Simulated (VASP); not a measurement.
Runs of VASP 6.6.1 on Pt. The structure is that of space group P6_3/mmc (No. 194), or close to it. The cells are those of the table. This isn't the form of Pt at room conditions, which is fcc.

```csv
cell,gap on the mesh (eV),pressure (GPa)
"a = 2.651, b = 2.651, c = 4.837 Å, angles 90.0, 90.0, 120.0°, 2 atoms",none,17.5
"a = 2.774, b = 2.774, c = 4.694 Å, angles 90.0, 90.0, 120.0°, 2 atoms",none,-3.6
"a = 2.692, b = 2.692, c = 4.694 Å, angles 90.0, 90.0, 120.0°, 2 atoms",none,(b)
"a = 2.733, b = 2.733, c = 4.837 Å, angles 90.0, 90.0, 120.0°, 2 atoms",none,-2.6
"a = 2.774, b = 2.774, c = 4.622 Å, angles 90.0, 90.0, 120.0°, 2 atoms",none,(a)
```

Alike in all rows: task single point; level r2SCAN; potentials or basis VASP PAW PBE potentials, release 64 (Pt); no spin polarisation; k mesh 24 × 24 × 12; cutoff (eV) 520; smearing gaussian 0.15 eV.

Question: Fill in the values left out.

Answer: (a) 0.4; (b) 14.7.

Caveats: the PAW data sets were made with another functional, which shifts forces and pressure a little; spin-orbit coupling is left out, which moves the levels of the heavy elements; the cell stands under pressure (at least some runs); the cell stands under tension (at least some runs).

A k mesh can miss the band edges, and the runs leave out spin-orbit coupling on Pt.

A gap of «none» marks levels without a gap at the run's occupations.
